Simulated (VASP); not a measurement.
A run of VASP 6.6.1 is set up as follows.

The input INCAR:

```
SYSTEM = Ba3Si
  ALGO = Normal
  EDIFF = 1E-7
  ENCUT = 520
  GGA = PE
  ISIF = 2
  ISMEAR = 0
  LASPH = .True.
  LCHARG = .False.
  LREAL = .False.
  LWAVE = .False.
  NBANDS = 25
  NELM = 80
  PREC = Accurate
  SIGMA = 0.1
```

The input KPOINTS:

```
k-points
0
Gamma
  4 4 4
  0 0 0
```

Contents of POSCAR:

```
Ba3Si
1.0
    5.3876236017      0.0000000000      0.0000000000
    0.0000000000      5.3876236017      0.0000000000
    0.0000000000      0.0000000000      5.3876236017
Ba Si
3 1
Direct
    0.0000000000      0.5000000000      0.5000000000
    0.5000000000      0.0000000000      0.5000000000
    0.5000000000      0.5000000000      0.0000000000
    0.0000000000      0.0000000000      0.0000000000
```

Potentials or basis: VASP PAW PBE potentials, release 64 (Ba_sv, Si).

Run with:

```console
$ cat potpaw_PBE.64/Ba_sv/POTCAR potpaw_PBE.64/Si/POTCAR > POTCAR
$ mpirun -np 1 vasp_std > vasp.out
```

(1) Predict the band gap on the k mesh.

(2) What does it give for the pressure?

Answers

(1) zero (bands 17 and 18 overlap by 1.03 eV).

(2) 0.5 GPa.

Caveat: spin-orbit coupling is left out, which moves the levels of the heavy elements.
